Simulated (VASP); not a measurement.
# Mg (Fd-3m) in VASP: further runs

The runs below take Mg through single point, with PBE.

Program: VASP 6.6.1. These are calculated values, not measurements. Logs are shortened: lines on timing, memory, paths and dates and some standing lists are left out, and cuts for length are marked.

### Step 1. The cell of the first run

It takes space group Fd-3m (No. 227, cubic). The conventional cell has a = 5.534 Å, b = 5.534 Å, c = 5.534 Å, α = 90.00°, β = 90.00°, γ = 90.00°. Mg (site symmetry -43m) has 4 Mg at 2.40 Å within 3.2 Å.

This isn't the form of Mg at room conditions, which is hcp.

### Step 2. Single point, PBE

Contents of INCAR:

```
SYSTEM = Mg
PREC = Accurate
ENCUT = 600
EDIFF = 1E-6
ISMEAR = -1
SIGMA = 0.1
LREAL = .False.
LASPH = .True.
NELM = 120
ALGO = Normal
ISIF = 2
LWAVE = .False.
LCHARG = .False.
GGA = PE
NBANDS = 9
GGA_COMPAT = .False.
```

Contents of KPOINTS:

```
regular mesh
0
Gamma
  12 12 12
  0 0 0
```

Contents of POSCAR:

```
Mg
1.0
    0.0000000000      2.7669243166      2.7669243166
    2.7669243166      0.0000000000      2.7669243166
    2.7669243166      2.7669243166      0.0000000000
Mg
2
Direct
   -0.1250000000     -0.1250000000     -0.1250000000
    0.1250000000      0.1250000000      0.1250000000
```

Potentials or basis: VASP PAW PBE potentials, release 64 (Mg).

The run is started by

```
cat potpaw_PBE.64/Mg/POTCAR > POTCAR
mpirun -np 1 vasp_std > vasp.out
```

OUTCAR:

```text
SYSTEM = Mg
   PREC = Accurate
   ENCUT = 600
   EDIFF = 1E-6
   ISMEAR = -1
   LREAL = .False.
   LASPH = .True.
   NELM = 120
   ISIF = 2
   GGA = PE

 ion  position               nearest neighbor table
   1  0.875  0.875  0.875-   2 2.40   2 2.40   2 2.40   2 2.40
   2  0.125  0.125  0.125-   1 2.40   1 2.40   1 2.40   1 2.40

  LATTYP: Found a face centered cubic cell.
 ALAT       =     5.5338486332

  Lattice vectors:

 A1 = (   0.0000000000,   2.7669243166,   2.7669243166)
 A2 = (   2.7669243166,   0.0000000000,   2.7669243166)
 A3 = (   2.7669243166,   2.7669243166,   0.0000000000)

Analysis of symmetry for initial positions (statically):
=====================================================================
 Subroutine PRICEL returns:
 Original cell was already a primitive cell.

 Routine SETGRP: Setting up the symmetry group for a
 face centered cubic supercell.

 Subroutine GETGRP returns: Found 48 space group operations
 (whereof 12 operations were pure point group operations)
 out of a pool of 48 trial point group operations.

The static configuration has the point symmetry D_3d.
 The point group associated with its full space group is O_h .

Analysis of symmetry for dynamics (positions and initial velocities):
=====================================================================
 Subroutine PRICEL returns:
 Original cell was already a primitive cell.

 Routine SETGRP: Setting up the symmetry group for a
 face centered cubic supercell.

 Subroutine GETGRP returns: Found 48 space group operations
 (whereof 12 operations were pure point group operations)
 out of a pool of 48 trial point group operations.

The dynamic configuration has the point symmetry D_3d.
 The point group associated with its full space group is O_h .

 Subroutine INISYM returns: Found 48 space group operations
 (whereof 12 operations are pure point group operations),
 and found     1 'primitive' translations

----------------------------------------------------------------------------------------

                                     Primitive cell

  volume of cell :      42.3664

  direct lattice vectors                    reciprocal lattice vectors
     0.000000000  2.766924317  2.766924317    -0.180706063  0.180706063  0.180706063
     2.766924317  0.000000000  2.766924317     0.180706063 -0.180706063  0.180706063
     2.766924317  2.766924317  0.000000000     0.180706063  0.180706063 -0.180706063

  length of vectors
     3.913021895  3.913021895  3.913021895     0.312992082  0.312992082  0.312992082

  position of ions in fractional coordinates (direct lattice)
     0.875000000  0.875000000  0.875000000
     0.125000000  0.125000000  0.125000000

  ion indices of the primitive-cell ions
   primitive index   ion index
                 1           1
                 2           2

----------------------------------------------------------------------------------------

 KPOINTS: regular mesh

Automatic generation of k-mesh.
 Grid dimensions read from file:
 generate k-points for:   12   12   12

 Generating k-lattice:

  Cartesian coordinates                     Fractional coordinates (reciprocal lattice)
    -0.015058839  0.015058839  0.015058839     0.083333333  0.000000000  0.000000000
     0.015058839 -0.015058839  0.015058839     0.000000000  0.083333333  0.000000000
     0.015058839  0.015058839 -0.015058839     0.000000000  0.000000000  0.083333333

  Length of vectors
     0.026082674  0.026082674  0.026082674

  Shift w.r.t. Gamma in fractional coordinates (k-lattice)
     0.000000000  0.000000000  0.000000000

 Subroutine IBZKPT returns following result:
 ===========================================

 Found     72 irreducible k-points:

 Following reciprocal coordinates:
            Coordinates               Weight
  0.000000  0.000000  0.000000      1.000000
  0.083333  0.000000  0.000000      8.000000
  0.166667  0.000000  0.000000      8.000000
  0.250000  0.000000  0.000000      8.000000
  0.333333  0.000000  0.000000      8.000000
  0.416667  0.000000  0.000000      8.000000
[... 16 lines left out ...]
  0.500000  0.166667  0.000000     24.000000
 -0.416667  0.166667  0.000000     24.000000
 [... further k-points ...]
   k-points           NKPTS =     72   k-points in BZ     NKDIM =     72   number of bands    NBANDS=      9
   number of dos      NEDOS =    301   number of ions     NIONS =      2
   total plane-waves  NPLWV =  32768
   dimension x,y,z NGX =    32 NGY =   32 NGZ =   32
   dimension x,y,z NGXF=    64 NGYF=   64 NGZF=   64
   ions per type =               2
   NGX,Y,Z   is equivalent  to a cutoff of  13.60, 13.60, 13.60 a.u.
   NGXF,Y,Z  is equivalent  to a cutoff of  27.19, 27.19, 27.19 a.u.
 SYSTEM =  Mg
   PREC   = accura    normal or accurate (medium, high low for compatibility)
   ISTART =      0    job   : 0-new  1-cont  2-samecut
   ICHARG =      2    charge: 1-file 2-atom 10-const
   ISPIN  =      1    spin polarized calculation?
   LNONCOLLINEAR =      F non collinear calculations
   LSORBIT =      F    spin-orbit coupling
   LASPH  =      T    aspherical Exc in radial PAW
   ENCUT  =  600.0 eV  44.10 Ry    6.64 a.u.   7.82  7.82  7.82*2*pi/ulx,y,z
   NELM   =    120;   NELMIN=  2; NELMDL= -5     # of ELM steps
   EDIFF  = 0.1E-05   stopping-criterion for ELM
   LREAL  =      F    real-space projection
   EDIFFG = 0.1E-04   stopping-criterion for IOM
   NSW    =      0    number of steps for IOM
   IBRION =     -1    ionic relax: 0-MD 1-quasi-New 2-CG
   NFREE  =      0    steps in history (QN), initial steepest desc. (CG)
   ISIF   =      2    stress and relaxation
   ISYM   =      2    0-nonsym 1-usesym 2-fastsym
   POTIM  = 0.5000    time-step for ionic-motion
   TEBEG  =    0.0;   TEEND  =   0.0 temperature during run
   PSTRESS=    0.0 pullay stress
   NELECT =       4.0000    total number of electrons
   NUPDOWN=      -1.0000    fix difference up-down
   EMIN   =  10.00;   EMAX   =-10.00  energy-range for DOS
   EFERMI =   0.00;   METHOD = LEGACY
   ISMEAR =    -1;   SIGMA  =   0.10  broadening in eV -4-tet -1-fermi 0-gaus
   EFERMI_NEDOS =   21; number of points for ismear=-14 and -15
   IALGO  =     38    algorithm
   IMIX   =      4    mixing-type and parameters
     AMIX     =   0.40;   BMIX     =  1.00
     AMIX_MAG =   1.60;   BMIX_MAG =  1.00
  volume/ion in A,a.u.               =      21.18       142.95
  Fermi-wavevector in a.u.,A,eV,Ry     =   0.745454  1.408704  7.560781  0.555702
  Thomas-Fermi vector in A             =   1.841045
   LORBIT       =      0    0 simple, 1 ext, 2 COOP (PROOUT), +10 PAW based schemes
   GGA     = PE    functional components
   LHFCALC =     F    Hartree Fock is set to
   AEXX    =    0.0000 exact exchange contribution
   IVDW    =     0    specifies the selected vdW correction
   LEPSILON=     F    determine dielectric tensor
   LRPA    =     F    only Hartree local field effects (RPA)
 non-spin polarized calculation
  energy-cutoff  :      600.00
  volume of cell :       42.37
 maximum number of plane-waves:      1428
   NGX = 15   NGY = 15   NGZ = 15

 number of electron       4.0000000 magnetization

 Free energy of the ion-electron system (eV)
  ---------------------------------------------------
  ext. energy  EPLUGINS =         0.00000000
  ---------------------------------------------------
  free energy    TOTEN  =         0.25500809 eV

  energy without entropy =        0.28742086  energy(sigma->0) =        0.27121447

 E-fermi :   2.9294     XC(G=0):  -8.6388

 val. band max:        2.9048030739   @ k =   0.5000   0.3333   0.1667
 cond. band min:       2.9683828954   @ k =  -0.3333   0.4167   0.1667
 fundamental gap:      0.0635798215
 Fermi energy:         2.9294111129

 k-point     1 :       0.0000    0.0000    0.0000
  band No.  band energies     occupation
      1      -4.2894      2.00000
      2       8.0721      0.00000
      3       8.0721      0.00000
      4       8.0721      0.00000
      5       8.8910      0.00000
      6       8.8910      0.00000
      7       8.8910      0.00000
      8      12.0544      0.00000
      9      12.0544      0.00000

 k-point     2 :       0.0833    0.0000    0.0000
  band No.  band energies     occupation
      1      -4.1877      2.00000
      2       6.9027      0.00000
      3       7.7680      0.00000
      4       7.7680      0.00000
      5       9.3175      0.00000
      6       9.3175      0.00000
      7       9.4984      0.00000
      8      11.6281      0.00000
      9      11.6281      0.00000

 k-point     3 :       0.1667    0.0000    0.0000
  band No.  band energies     occupation
      1      -3.8834      2.00000
      2       5.2372      0.00000
      3       7.3777      0.00000
      4       7.3777      0.00000
      5       9.7710      0.00000
      6       9.8400      0.00000
      7       9.8400      0.00000
      8      11.1285      0.00000
      9      11.1285      0.00000

 k-point     4 :       0.2500    0.0000    0.0000
  band No.  band energies     occupation
      1      -3.3797      2.00000
      2       3.5781      0.00304
      3       7.1088      0.00000
      4       7.1088      0.00000
      5       9.4800      0.00000
      6       9.4800      0.00000
      7       9.7911      0.00000
      8      11.7527      0.00000
      9      11.7527      0.00000

 k-point     5 :       0.3333    0.0000    0.0000
  band No.  band energies     occupation
      1      -2.6831      2.00000
      2       2.0252      1.99976
      3       6.9735      0.00000
      4       6.9735      0.00000
      5       8.8698      0.00000
      6       8.8698      0.00000
      7       9.8021      0.00000
      8      11.7909      0.00000
      9      12.9505      0.00000

 k-point     6 :       0.4167    0.0000    0.0000
  band No.  band energies     occupation
      1      -1.8111      2.00000
      2       0.6306      2.00000
      3       6.9429      0.00000
      4       6.9429      0.00000
      5       8.4182      0.00000
      6       8.4182      0.00000
      7       9.8684      0.00000
      8      11.2880      0.00000
      9      14.3032      0.00000
[... 169 lines left out ...]
 k-point    21 :       0.3333    0.1667    0.0000
  band No.  band energies     occupation
      1      -2.8116      2.00000
      2       3.3561      0.02765
      3       5.6541      0.00000
      4       5.9925      0.00000
      5       7.3429      0.00000
      6       9.3193      0.00000
      7      11.2502      0.00000
      8      12.0895      0.00000
      9      14.0308      0.00000

 k-point    22 :       0.4167    0.1667    0.0000
  band No.  band energies     occupation
      1      -2.0561      2.00000
      2       1.8665      1.99995
      3       5.3810      0.00000
      4       5.6220      0.00000
      5       7.2190      0.00000
      6      10.5014      0.00000
      7      10.6439      0.00000
      8      12.2149      0.00000
      9      13.7191      0.00000

 k-point    23 :       0.5000    0.1667    0.0000
  band No.  band energies     occupation
      1      -1.1419      2.00000
      2       0.5493      2.00000
      3       4.8678      0.00000
      4       5.7548      0.00000
      5       7.3328      0.00000
      6      10.1450      0.00000
      7      11.2987      0.00000
      8      12.8121      0.00000
      9      13.4779      0.00000

 k-point    24 :      -0.4167    0.1667    0.0000
  band No.  band energies     occupation
      1      -0.8404      2.00000
      2       0.1901      2.00000
      3       4.5025      0.00000
      4       6.0484      0.00000
      5       7.6510      0.00000
      6       9.8014      0.00000
      7      11.3773      0.00000
      8      13.4404      0.00000
      9      13.9344      0.00000

 [... further k-points ...]

------------------------ aborting loop because EDIFF is reached ----------------------------------------

  FORCE on cell =-STRESS in cart. coord.  units (eV):
  Direction    XX          YY          ZZ          XY          YZ          ZX
  --------------------------------------------------------------------------------------
  -------------------------------------------------------------------------------------
  Total        6.3827474      6.3827474      6.3827474      0.0000000      0.0000000      0.0000000
  in kB      241.3772865    241.3772865    241.3772865      0.0000000      0.0000000      0.0000000
  external PRESSURE =     241.3772865 kB  Pullay stress =       0.0000000 kB

 VOLUME and BASIS-vectors are now :
 -----------------------------------------------------------------------------
  energy-cutoff  :      600.00
  volume of cell :       42.37
      direct lattice vectors                 reciprocal lattice vectors
     0.000000000  2.766924317  2.766924317    -0.180706063  0.180706063  0.180706063
     2.766924317  0.000000000  2.766924317     0.180706063 -0.180706063  0.180706063
     2.766924317  2.766924317  0.000000000     0.180706063  0.180706063 -0.180706063

 POSITION                                       TOTAL-FORCE (eV/Angst)
 -----------------------------------------------------------------------------------
      4.84212      4.84212      4.84212        -0.000000      0.000000      0.000000
      0.69173      0.69173      0.69173         0.000000     -0.000000     -0.000000
 -----------------------------------------------------------------------------------
    total drift:                                0.000000      0.000000      0.000000

  FREE ENERGIE OF THE ION-ELECTRON SYSTEM (eV)
  ---------------------------------------------------
  free  energy   TOTEN  =         0.2550080863 eV

  energy  without entropy=        0.2874208584  energy(sigma->0) =        0.27121447
```

Run time: 32 s. Hardware: 1 thread of Intel Xeon 8259CL, shared host; peak memory 0.19 GiB.

What came out:

```yaml
Free_energy: 0.2550 eV
Pressure: 24.1 GPa
Band_gap_on_the_k_mesh: zero (bands 2 and 3 overlap by 6.51 eV)
```

Caveat: the cell stands under pressure.

### Step 3. Single point, PBE

Contents of INCAR:

```
  PREC = Accurate
  ENCUT = 600
  EDIFF = 1E-6
  ISMEAR = -1
  SIGMA = 0.1
  LREAL = F
  LASPH = T
  NELM = 120
  ALGO = Normal
  ISIF = 2
  LWAVE = F
  LCHARG = T
  GGA = PE
  LELF = T
  LVHAR = T
  NBANDS = 9
  GGA_COMPAT = F
```

Contents of KPOINTS:

```
Automatic mesh
0
Gamma
  12 12 12
```

POSCAR is that of step 2.

Potentials or basis: VASP PAW PBE potentials, release 64 (Mg).

The run is started by

```
cat potpaw_PBE.64/Mg/POTCAR > POTCAR
mpirun -np 1 vasp_std > vasp.out
```

OUTCAR:

```text
PREC = Accurate
   ENCUT = 600
   EDIFF = 1E-6
   ISMEAR = -1
   LREAL = F
   LASPH = T
   NELM = 120
   ISIF = 2
   GGA = PE

 ion  position               nearest neighbor table
   1  0.875  0.875  0.875-   2 2.40   2 2.40   2 2.40   2 2.40
   2  0.125  0.125  0.125-   1 2.40   1 2.40   1 2.40   1 2.40

  LATTYP: Found a face centered cubic cell.
 ALAT       =     5.5338486332

  Lattice vectors:

 A1 = (   0.0000000000,   2.7669243166,   2.7669243166)
 A2 = (   2.7669243166,   0.0000000000,   2.7669243166)
 A3 = (   2.7669243166,   2.7669243166,   0.0000000000)

Analysis of symmetry for initial positions (statically):
=====================================================================
 Subroutine PRICEL returns:
 Original cell was already a primitive cell.

 Routine SETGRP: Setting up the symmetry group for a
 face centered cubic supercell.

 Subroutine GETGRP returns: Found 48 space group operations
 (whereof 12 operations were pure point group operations)
 out of a pool of 48 trial point group operations.

The static configuration has the point symmetry D_3d.
[... 167 lines left out ...]
 Fermi energy:         2.9294111129

 k-point     1 :       0.0000    0.0000    0.0000
  band No.  band energies     occupation
      1      -4.2894      2.00000
      2       8.0721      0.00000
      3       8.0721      0.00000
      4       8.0721      0.00000
      5       8.8910      0.00000
      6       8.8910      0.00000
      7       8.8910      0.00000
      8      12.0544      0.00000
      9      12.0544      0.00000
[... 265 lines left out ...]
 k-point    24 :      -0.4167    0.1667    0.0000
  band No.  band energies     occupation
      1      -0.8404      2.00000
      2       0.1901      2.00000
      3       4.5025      0.00000
      4       6.0484      0.00000
      5       7.6510      0.00000
      6       9.8014      0.00000
      7      11.3773      0.00000
      8      13.4404      0.00000
      9      13.9344      0.00000

 [... further k-points ...]

------------------------ aborting loop because EDIFF is reached ----------------------------------------

  FORCE on cell =-STRESS in cart. coord.  units (eV):
  Direction    XX          YY          ZZ          XY          YZ          ZX
  --------------------------------------------------------------------------------------
  -------------------------------------------------------------------------------------
  Total        6.3827474      6.3827474      6.3827474      0.0000000      0.0000000      0.0000000
  in kB      241.3772865    241.3772865    241.3772865      0.0000000      0.0000000      0.0000000
  external PRESSURE =     241.3772865 kB  Pullay stress =       0.0000000 kB

 VOLUME and BASIS-vectors are now :
 -----------------------------------------------------------------------------
  energy-cutoff  :      600.00
  volume of cell :       42.37
      direct lattice vectors                 reciprocal lattice vectors
     0.000000000  2.766924317  2.766924317    -0.180706063  0.180706063  0.180706063
     2.766924317  0.000000000  2.766924317     0.180706063 -0.180706063  0.180706063
     2.766924317  2.766924317  0.000000000     0.180706063  0.180706063 -0.180706063

 POSITION                                       TOTAL-FORCE (eV/Angst)
 -----------------------------------------------------------------------------------
      4.84212      4.84212      4.84212        -0.000000      0.000000      0.000000
      0.69173      0.69173      0.69173         0.000000     -0.000000     -0.000000
 -----------------------------------------------------------------------------------
    total drift:                                0.000000      0.000000      0.000000

  FREE ENERGIE OF THE ION-ELECTRON SYSTEM (eV)
  ---------------------------------------------------
  free  energy   TOTEN  =         0.2550080863 eV

  energy  without entropy=        0.2874208584  energy(sigma->0) =        0.27121447
```

It took 36 s on 1 thread of Intel Xeon 8259CL, shared host; peak memory 0.19 GiB.

What came out:

- Free energy: 0.2550 eV
- Pressure: 24.1 GPa
- Band gap on the k mesh: zero (bands 2 and 3 overlap by 6.51 eV)

Levels at points of the mesh, in eV from the Fermi level:
| k point | band 1 | band 2 | band 3 | band 4 | band 5 | band 6 | band 7 |
| --- | --- | --- | --- | --- | --- | --- | --- |
| (0.00, 0.00, 0.00) | -7.22 | 5.14 | 5.14 | 5.14 | 5.96 | 5.96 | 5.96 |
| (0.50, 0.00, 0.00) | -3.96 | -3.26 | 4.02 | 4.02 | 5.32 | 5.32 | 6.99 |
| (0.50, 0.50, 0.00) | -2.48 | -2.48 | 1.49 | 1.49 | 2.93 | 2.93 | 13.42 |

Caveat: the cell stands under pressure.

The gap in the log of VASP goes by the Fermi energy; the results here count the filled bands.